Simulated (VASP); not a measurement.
# AlRu (rocksalt type) (Fm-3m) in VASP: further runs

The runs below take AlRu (rocksalt type) through single point, relaxation of cell and atoms, with PBE.

Program: VASP 6.6.1. These are calculated values, not measurements. Logs are shortened: lines on timing, memory, paths and dates and some standing lists are left out, and cuts for length are marked.

## 1. The cell of the first run

It takes space group Fm-3m (No. 225, cubic). Conventional cell: a = 4.738 Å, b = 4.738 Å, c = 4.738 Å, α = 90.00°, β = 90.00°, γ = 90.00°. Ru (site symmetry m-3m) has 6 Al at 2.37 Å within 3.1 Å. Within 3.1 Å of Al (site symmetry m-3m) lie 6 Ru at 2.37 Å.

## 2. Single point, PBE

The input, INCAR:

```
SYSTEM = AlRu
PREC = Accurate
ENCUT = 520
EDIFF = 1E-7
ISMEAR = -1
SIGMA = 0.1
LREAL = .FALSE.
LASPH = .TRUE.
NELM = 60
ALGO = Normal
ISIF = 2
LWAVE = .FALSE.
LCHARG = .FALSE.
GGA = PE
NBANDS = 16
```

The input, KPOINTS:

```
regular mesh
0
G
  14 14 14
  0 0 0
```

The input, POSCAR:

```
AlRu
1.0
    0.0000000000      2.3689445268      2.3689445268
    2.3689445268      0.0000000000      2.3689445268
    2.3689445268      2.3689445268      0.0000000000
Ru Al
1 1
Direct
    0.0000000000      0.0000000000      0.0000000000
    0.5000000000      0.5000000000      0.5000000000
```

Potentials or basis: VASP PAW PBE potentials, release 64 (Ru_pv, Al).

Command:

```console
$ cat potpaw_PBE.64/Ru_pv/POTCAR potpaw_PBE.64/Al/POTCAR > POTCAR
$ mpirun -np 1 vasp_std > vasp.out
```

OUTCAR:

```text
SYSTEM = AlRu
   PREC = Accurate
   ENCUT = 520
   EDIFF = 1E-7
   ISMEAR = -1
   LREAL = .FALSE.
   LASPH = .TRUE.
   NELM = 60
   ISIF = 2
   GGA = PE

 ion  position               nearest neighbor table
   1  0.000  0.000  0.000-   2 2.37   2 2.37   2 2.37   2 2.37   2 2.37   2 2.37
   2  0.500  0.500  0.500-   1 2.37   1 2.37   1 2.37   1 2.37   1 2.37   1 2.37

  LATTYP: Found a face centered cubic cell.
 ALAT       =     4.7378890536

  Lattice vectors:

 A1 = (   0.0000000000,   2.3689445268,   2.3689445268)
 A2 = (   2.3689445268,   0.0000000000,   2.3689445268)
 A3 = (   2.3689445268,   2.3689445268,   0.0000000000)

Analysis of symmetry for initial positions (statically):
=====================================================================
 Subroutine PRICEL returns:
 Original cell was already a primitive cell.

 Routine SETGRP: Setting up the symmetry group for a
 face centered cubic supercell.

 Subroutine GETGRP returns: Found 48 space group operations
 (whereof 48 operations were pure point group operations)
 out of a pool of 48 trial point group operations.

The static configuration has the point symmetry O_h .

Analysis of symmetry for dynamics (positions and initial velocities):
=====================================================================
 Subroutine PRICEL returns:
 Original cell was already a primitive cell.

 Routine SETGRP: Setting up the symmetry group for a
 face centered cubic supercell.

 Subroutine GETGRP returns: Found 48 space group operations
 (whereof 48 operations were pure point group operations)
 out of a pool of 48 trial point group operations.

The dynamic configuration has the point symmetry O_h .

 Subroutine INISYM returns: Found 48 space group operations
 (whereof 48 operations are pure point group operations),
 and found     1 'primitive' translations

----------------------------------------------------------------------------------------

                                     Primitive cell

  volume of cell :      26.5886

  direct lattice vectors                    reciprocal lattice vectors
     0.000000000  2.368944527  2.368944527    -0.211064461  0.211064461  0.211064461
     2.368944527  0.000000000  2.368944527     0.211064461 -0.211064461  0.211064461
     2.368944527  2.368944527  0.000000000     0.211064461  0.211064461 -0.211064461

  length of vectors
     3.350193478  3.350193478  3.350193478     0.365574370  0.365574370  0.365574370

  position of ions in fractional coordinates (direct lattice)
     0.000000000  0.000000000  0.000000000
     0.500000000  0.500000000  0.500000000

  ion indices of the primitive-cell ions
   primitive index   ion index
                 1           1
                 2           2

----------------------------------------------------------------------------------------

 KPOINTS: regular mesh

Automatic generation of k-mesh.
 Grid dimensions read from file:
 generate k-points for:   14   14   14

 Generating k-lattice:

  Cartesian coordinates                     Fractional coordinates (reciprocal lattice)
    -0.015076033  0.015076033  0.015076033     0.071428571  0.000000000  0.000000000
     0.015076033 -0.015076033  0.015076033     0.000000000  0.071428571  0.000000000
     0.015076033  0.015076033 -0.015076033     0.000000000  0.000000000  0.071428571

  Length of vectors
     0.026112455  0.026112455  0.026112455

  Shift w.r.t. Gamma in fractional coordinates (k-lattice)
     0.000000000  0.000000000  0.000000000

 Subroutine IBZKPT returns following result:
 ===========================================

 Found    104 irreducible k-points:

 Following reciprocal coordinates:
            Coordinates               Weight
  0.000000  0.000000  0.000000      1.000000
  0.071429  0.000000  0.000000      8.000000
  0.142857  0.000000  0.000000      8.000000
  0.214286  0.000000  0.000000      8.000000
  0.285714  0.000000  0.000000      8.000000
  0.357143  0.000000  0.000000      8.000000
[... 16 lines left out ...]
  0.214286  0.142857  0.000000     24.000000
[... 43 lines left out ...]

 val. band max:       11.1522683798   @ k =   0.5000   0.4286   0.0000
 cond. band min:      11.1670877844   @ k =  -0.2857   0.2143   0.0000
 fundamental gap:      0.0148194046
 Fermi energy:        11.1553138613

 k-point     1 :       0.0000    0.0000    0.0000
  band No.  band energies     occupation
      1     -30.8314      2.00000
      2     -30.8314      2.00000
      3     -30.8314      2.00000
      4       1.2245      2.00000
      5       8.5845      2.00000
      6       8.5845      2.00000
[... 8 lines left out ...]
     15      25.8848      0.00000
     16      25.8848      0.00000

 k-point     2 :       0.0714    0.0000    0.0000
  band No.  band energies     occupation
      1     -30.8379      2.00000
      2     -30.8324      2.00000
      3     -30.8324      2.00000
      4       1.3435      2.00000
      5       8.5025      2.00000
      6       8.6258      2.00000
[... 8 lines left out ...]
     15      25.5940      0.00000
     16      25.6903      0.00000

 k-point     3 :       0.1429    0.0000    0.0000
  band No.  band energies     occupation
      1     -30.8560      2.00000
      2     -30.8354      2.00000
      3     -30.8354      2.00000
      4       1.6944      2.00000
      5       8.2775      2.00000
      6       8.6063      2.00000
[... 8 lines left out ...]
     15      25.0562      0.00000
     16      25.0563      0.00000

 k-point     4 :       0.2143    0.0000    0.0000
  band No.  band energies     occupation
      1     -30.8820      2.00000
      2     -30.8396      2.00000
      3     -30.8396      2.00000
      4       2.2567      2.00000
      5       7.9562      2.00000
      6       8.4041      2.00000
[... 8 lines left out ...]
     15      24.0822      0.00000
     16      24.0822      0.00000
[... 324 lines left out ...]
 k-point    22 :       0.1429    0.1429    0.0000
  band No.  band energies     occupation
      1     -30.8561      2.00000
      2     -30.8405      2.00000
      3     -30.8405      2.00000
      4       1.8428      2.00000
      5       8.1783      2.00000
      6       8.4671      2.00000
[... 8 lines left out ...]
     15      24.7343      0.00000
     16      24.7343      0.00000

 k-point    23 :       0.2143    0.1429    0.0000
  band No.  band energies     occupation
      1     -30.8728      2.00000
      2     -30.8452      2.00000
      3     -30.8443      2.00000
      4       2.2469      2.00000
      5       7.9616      2.00000
      6       8.1820      2.00000
[... 8 lines left out ...]
     15      23.8036      0.00000
     16      24.5004      0.00000

 k-point    24 :       0.2857    0.1429    0.0000
  band No.  band energies     occupation
      1     -30.8960      2.00000
      2     -30.8501      2.00000
      3     -30.8491      2.00000
      4       2.8418      2.00000
      5       7.6636      2.00000
      6       7.9163      2.00000
[... 8 lines left out ...]
     15      23.8028      0.00000
     16      24.2733      0.00000

 [... further k-points ...]

------------------------ aborting loop because EDIFF is reached ----------------------------------------

  FORCE on cell =-STRESS in cart. coord.  units (eV):
  Direction    XX          YY          ZZ          XY          YZ          ZX
  --------------------------------------------------------------------------------------
  -------------------------------------------------------------------------------------
  Total        5.0299581      5.0299581      5.0299581      0.0000000     -0.0000000      0.0000000
  in kB      303.0960502    303.0960502    303.0960502      0.0000000     -0.0000000      0.0000000
  external PRESSURE =     303.0960502 kB  Pullay stress =       0.0000000 kB

 VOLUME and BASIS-vectors are now :
 -----------------------------------------------------------------------------
  energy-cutoff  :      520.00
  volume of cell :       26.59
      direct lattice vectors                 reciprocal lattice vectors
     0.000000000  2.368944527  2.368944527    -0.211064461  0.211064461  0.211064461
     2.368944527  0.000000000  2.368944527     0.211064461 -0.211064461  0.211064461
     2.368944527  2.368944527  0.000000000     0.211064461  0.211064461 -0.211064461

 POSITION                                       TOTAL-FORCE (eV/Angst)
 -----------------------------------------------------------------------------------
      0.00000      0.00000      0.00000         0.000000      0.000000      0.000000
      2.36894      2.36894      2.36894        -0.000000      0.000000     -0.000000
 -----------------------------------------------------------------------------------
    total drift:                               -0.000000     -0.000000      0.000000

  FREE ENERGIE OF THE ION-ELECTRON SYSTEM (eV)
  ---------------------------------------------------
  free  energy   TOTEN  =       -12.3490486715 eV

  energy  without entropy=      -12.2939322985  energy(sigma->0) =      -12.32149048
```

Run time: 65 s. Hardware: 1 thread of Intel Xeon 8259CL, shared host; peak memory 0.19 GiB.

What came out:

```
Free energy            : -12.3490 eV
Pressure               : 30.3 GPa
Band gap on the k mesh : zero (an odd number of electrons rules out a gap without spin polarisation)
```

Levels at points of the mesh, in eV from the Fermi level:
```
           k point  band 7  band 8  band 9  band 10  band 11  band 12
(0.00, 0.00, 0.00)   -2.57   -2.12   -2.12     7.38     7.38     7.38
(0.50, 0.00, 0.00)   -3.39   -0.41   -0.41     1.69     7.69     8.45
(0.50, 0.50, 0.00)   -1.19    0.10    0.10     2.70     2.71     2.71
```

Caveat: the cell stands under pressure.

## 3. Single point, PBE

This run uses another cell than the first one, of 15.49 Å³/atom.

The input, INCAR:

```
SYSTEM = AlRu
  ALGO = Normal
  EDIFF = 1E-6
  ENCUT = 520
  GGA = PE
  ISIF = 2
  ISMEAR = -1
  LASPH = .True.
  LCHARG = .False.
  LREAL = .False.
  LWAVE = .False.
  NBANDS = 16
  NELM = 100
  PREC = Accurate
  SIGMA = 0.1
```

The input, KPOINTS:

```
k-points
0
Gamma
  14 14 14
  0 0 0
```

The input, POSCAR:

```
AlRu
1.0
    0.0000000000      2.4928418947      2.4928418947
    2.4928418947      0.0000000000      2.4928418947
    2.4928418947      2.4928418947      0.0000000000
Ru Al
1 1
Direct
    0.0000000000      0.0000000000      0.0000000000
    0.5000000000      0.5000000000      0.5000000000
```

Potentials or basis: VASP PAW PBE potentials, release 64 (Ru_pv, Al).

Command:

```console
$ cat potpaw_PBE.64/Ru_pv/POTCAR potpaw_PBE.64/Al/POTCAR > POTCAR
$ mpirun -np 1 vasp_std > vasp.out
```

It took 66 s on 1 thread of Intel Xeon 8259CL, shared host; peak memory 0.19 GiB.

It converged, with:

```
Free energy            : -12.7144 eV
Pressure               : 0.0 GPa
Band gap on the k mesh : zero (an odd number of electrons rules out a gap without spin polarisation)
```

Levels at points of the mesh, in eV from the Fermi level:
```csv
k point,band 5,band 6,band 7,band 8,band 9,band 10,band 11,band 12,band 13,band 14
"(0.00, 0.00, 0.00)",-1.98,-1.98,-1.98,-1.68,-1.68,6.55,6.55,6.55,10.07,12.63
"(0.50, 0.00, 0.00)",-4.51,-2.79,-2.79,-0.32,-0.32,1.27,7.33,7.93,7.93,10.56
"(0.50, 0.50, 0.00)",-3.42,-2.43,-0.95,0.08,0.08,2.16,2.41,2.41,8.44,10.12
```

## 4. Relaxation of cell and atoms, PBE, target pressure 30 GPa, at which the enthalpy is minimised

The input, INCAR:

```
SYSTEM = AlRu
PREC = Accurate
ENCUT = 600
EDIFF = 1E-6
ISMEAR = -1
SIGMA = 0.1
LREAL = .False.
LASPH = .True.
NELM = 80
ALGO = Normal
ISIF = 3
LWAVE = .False.
LCHARG = .False.
GGA = PE
IBRION = 2
NSW = 32
EDIFFG = -0.005
PSTRESS = 300.0
```

The input, KPOINTS:

```
Automatic mesh
0
Gamma
  14 14 14
  0 0 0
```

The input, POSCAR:

```
AlRu
1.0
    0.0000000000      2.3693288092      2.3693288092
    2.3693288092      0.0000000000      2.3693288092
    2.3693288092      2.3693288092      0.0000000000
Ru Al
1 1
Direct
    0.0000000000      0.0000000000      0.0000000000
    0.5000000000      0.5000000000      0.5000000000
```

Command:

```console
$ cat potpaw_PBE.64/Ru_pv/POTCAR potpaw_PBE.64/Al/POTCAR > POTCAR
$ mpirun -np 1 vasp_std > vasp.out
```

Wall time 99 s (1 thread of Intel Xeon 8259CL, shared host); peak memory 0.2 GiB.

Results (log left out):

```yaml
Free_energy: -12.3549 eV
Relaxed_volume: 13.31 Å³/atom
Relaxed_cell: a = 3.351 Å, b = 3.351 Å, c = 3.351 Å, α = 60.00°, β = 60.00°, γ = 60.00°
Space_group_after_relaxing_to_0.1_Å: Fm-3m (No. 225)
Energy_change_on_relaxing_the_run_minimises_the_enthalpy: -1.5 meV/atom
Ionic_steps: 3
Pressure_after_relaxing: 30.0 GPa
Band_gap_on_the_k_mesh: zero (an odd number of electrons rules out a gap without spin polarisation)
```

Step by step:
| step | energy change (eV) | largest force (eV/Å) | pressure (GPa) | volume (Å³) |
| --- | --- | --- | --- | --- |
| 1 | 0.0000 | 0.0000 | 30.16 | 26.60 |
| 2 | -0.0095 | 0.0000 | 29.65 | 26.65 |
| 3 | -0.0030 | 0.0000 | 30.01 | 26.62 |

Final structure:
```xyz
2
Lattice="0.0000 2.3698 2.3698 2.3698 0.0000 2.3698 2.3698 2.3698 0.0000" Properties=species:S:1:pos:R:3 pbc="T T T"
Ru    0.0000    0.0000    0.0000
Al    2.3698    2.3698    2.3698
```

Levels at points of the mesh, in eV from the Fermi level:
```
           k point  band 5  band 6  band 7  band 8  band 9  band 10  band 11  band 12
(0.00, 0.00, 0.00)   -2.57   -2.57   -2.57   -2.12   -2.12     7.38     7.38     7.38
(0.50, 0.00, 0.00)   -4.73   -3.38   -3.38   -0.41   -0.41     1.68     7.69     8.45
(0.50, 0.50, 0.00)   -4.37   -2.80   -1.19    0.10    0.10     2.70     2.71     2.71
```

Caveat: the cell is relaxed towards a set pressure, so the run minimises the enthalpy, not the energy.

## 5. Relaxation of cell and atoms, PBE, target pressure 30 GPa, at which the enthalpy is minimised

This run uses another cell than the first one, of 13.32 Å³/atom.

The input, INCAR:

```
SYSTEM = AlRu
ALGO = Normal
EDIFF = 1E-6
EDIFFG = -0.005
ENCUT = 600
GGA = PE
IBRION = 2
ISIF = 3
ISMEAR = -1
LASPH = .TRUE.
LCHARG = .FALSE.
LREAL = .FALSE.
LWAVE = .FALSE.
NELM = 100
NSW = 60
PREC = Accurate
PSTRESS = 300.0
SIGMA = 0.1
```

The input, KPOINTS:

```
k-points
0
G
  14 14 14
  0 0 0
```

The input, POSCAR:

```
AlRu
1.0
    0.0000000000      2.3706142203      2.3706142203
    2.3706142203      0.0000000000      2.3706142203
    2.3706142203      2.3706142203      0.0000000000
Ru Al
1 1
Direct
    0.0000000000      0.0000000000      0.0000000000
    0.5000000000      0.5000000000      0.5000000000
```

Command:

```console
$ cat potpaw_PBE.64/Ru_pv/POTCAR potpaw_PBE.64/Al/POTCAR > POTCAR
$ mpirun -np 1 vasp_std > vasp.out
```

It took 1.8 min on 1 thread of Intel Xeon 8259CL, shared host; peak memory 0.2 GiB.

Results (log left out):

| Quantity | Value |
| --- | --- |
| Free energy | -12.3547 eV |
| Relaxed volume | 13.31 Å³/atom |
| Relaxed cell | a = 3.351 Å, b = 3.351 Å, c = 3.351 Å, α = 60.00°, β = 60.00°, γ = 60.00° |
| Space group after relaxing (to 0.1 Å) | Fm-3m (No. 225) |
| Energy change on relaxing (the run minimises the enthalpy) | +2.7 meV/atom |
| Ionic steps | 3 |
| Pressure after relaxing | 30.0 GPa |
| Band gap on the k mesh | zero (an odd number of electrons rules out a gap without spin polarisation) |

The path:
| step | energy change (eV) | largest force (eV/Å) | pressure (GPa) | volume (Å³) |
| --- | --- | --- | --- | --- |
| 1 | 0.0000 | 0.0000 | 29.73 | 26.64 |
| 2 | 0.0161 | 0.0000 | 30.59 | 26.56 |
| 3 | 0.0053 | 0.0000 | 30.00 | 26.62 |

Final structure:
```
CELL_PARAMETERS angstrom
0.00000 2.36976 2.36976
2.36976 0.00000 2.36976
2.36976 2.36976 0.00000
ATOMIC_POSITIONS crystal
Ru 0.00000 0.00000 0.00000
Al 0.50000 0.50000 0.50000
```

Levels at points of the mesh, in eV from the Fermi level:
```csv
k point,band 7,band 8,band 9,band 10,band 11,band 12
"(0.00, 0.00, 0.00)",-2.57,-2.12,-2.12,7.38,7.38,7.38
"(0.50, 0.00, 0.00)",-3.38,-0.41,-0.41,1.68,7.69,8.45
"(0.50, 0.50, 0.00)",-1.19,0.10,0.10,2.70,2.71,2.71
```

Caveat: the cell is relaxed towards a set pressure, so the run minimises the enthalpy, not the energy.

## 6. Relaxation of cell and atoms, PBE

This run uses another cell than the first one, of 16.31 Å³/atom.

The input, INCAR:

```
SYSTEM = AlRu
PREC = Accurate ; ENCUT = 600
EDIFF = 1E-6 ; ISMEAR = -1
SIGMA = 0.1 ; LREAL = .FALSE.
LASPH = .TRUE. ; NELM = 100
ALGO = Normal ; ISIF = 3
LWAVE = .FALSE. ; LCHARG = .FALSE.
GGA = PE ; IBRION = 2
NSW = 60 ; EDIFFG = -0.005
```

The input, KPOINTS:

```
regular mesh
0
G
  14 14 14
  0 0 0
```

The input, POSCAR:

```
AlRu
1.0
    0.0000000000      2.5359338295      2.5359338295
    2.5359338295      0.0000000000      2.5359338295
    2.5359338295      2.5359338295      0.0000000000
Ru Al
1 1
Direct
    0.0000000000      0.0000000000      0.0000000000
    0.5000000000      0.5000000000      0.5000000000
```

Potentials or basis: VASP PAW PBE potentials, release 64 (Ru_pv, Al).

Command:

```console
$ cat potpaw_PBE.64/Ru_pv/POTCAR potpaw_PBE.64/Al/POTCAR > POTCAR
$ mpirun -np 1 vasp_std > vasp.out
```

Run time: 4 min. Hardware: 1 thread of Intel Xeon 8259CL, shared host; peak memory 0.22 GiB.

The run converged. Its results:

```yaml
Free_energy: -12.7152 eV
Relaxed_volume: 15.49 Å³/atom
Relaxed_cell: a = 3.525 Å, b = 3.525 Å, c = 3.525 Å, α = 60.00°, β = 60.00°, γ = 60.00°
Space_group_after_relaxing_to_0.1_Å: Fm-3m (No. 225)
Energy_gained_by_relaxing: 17.6 meV/atom
Ionic_steps: 6
Pressure_after_relaxing: 0.0 GPa
Band_gap_on_the_k_mesh: zero (an odd number of electrons rules out a gap without spin polarisation)
```

The path:
```csv
step,energy change (eV),largest force (eV/Å),pressure (GPa),volume (Å³)
1,0.0000,0.0000,-6.58,32.62
2,-0.0035,0.0000,7.45,29.56
3,-0.0352,0.0000,-0.05,30.99
4,-0.0352,0.0000,0.11,30.96
5,-0.0352,0.0000,-0.13,31.00
6,-0.0352,0.0000,0.01,30.98
```

Final structure:
```
Ru Al
1.0
     0.00000    2.49280    2.49280
     2.49280    0.00000    2.49280
     2.49280    2.49280    0.00000
Ru Al
1 1
Direct
  0.00000 0.00000 0.00000
  0.50000 0.50000 0.50000
```

Levels at points of the mesh, in eV from the Fermi level:
```csv
k point,band 5,band 6,band 7,band 8,band 9,band 10,band 11,band 12
"(0.00, 0.00, 0.00)",-1.98,-1.98,-1.98,-1.68,-1.68,6.55,6.55,6.55
"(0.50, 0.00, 0.00)",-4.51,-2.79,-2.79,-0.32,-0.32,1.27,7.33,7.93
"(0.50, 0.50, 0.00)",-3.42,-2.43,-0.95,0.08,0.08,2.16,2.41,2.41
```

## 7. Summary

```csv
task,cell,cutoff (eV),gap on the mesh (eV),pressure (GPa)
single point,"a = 3.350 Å, angles 60.0°, 2 atoms",520,none,30.3
single point,"a = 3.525 Å, angles 60.0°, 2 atoms",520,none,0.0
relaxation of cell and atoms,"relaxed to 30 GPa from a = 3.351 Å, angles 60.0°, 2 atoms",600,none,30.0
relaxation of cell and atoms,"relaxed to 30 GPa from a = 3.353 Å, angles 60.0°, 2 atoms",600,none,30.0
relaxation of cell and atoms,"relaxed from a = 3.586 Å, angles 60.0°, 2 atoms",600,none,0.0
```

Alike in all rows: level PBE; potentials or basis VASP PAW PBE potentials, release 64 (Ru_pv, Al); no spin polarisation; k mesh 14 × 14 × 14; smearing fermi-dirac 0.1 eV.

Caveats: the cell is relaxed towards a set pressure, so the run minimises the enthalpy, not the energy (at least some runs); the cell stands under pressure (at least some runs).

Total energies depend on the potentials used, so only differences within one code and one set of settings carry meaning.
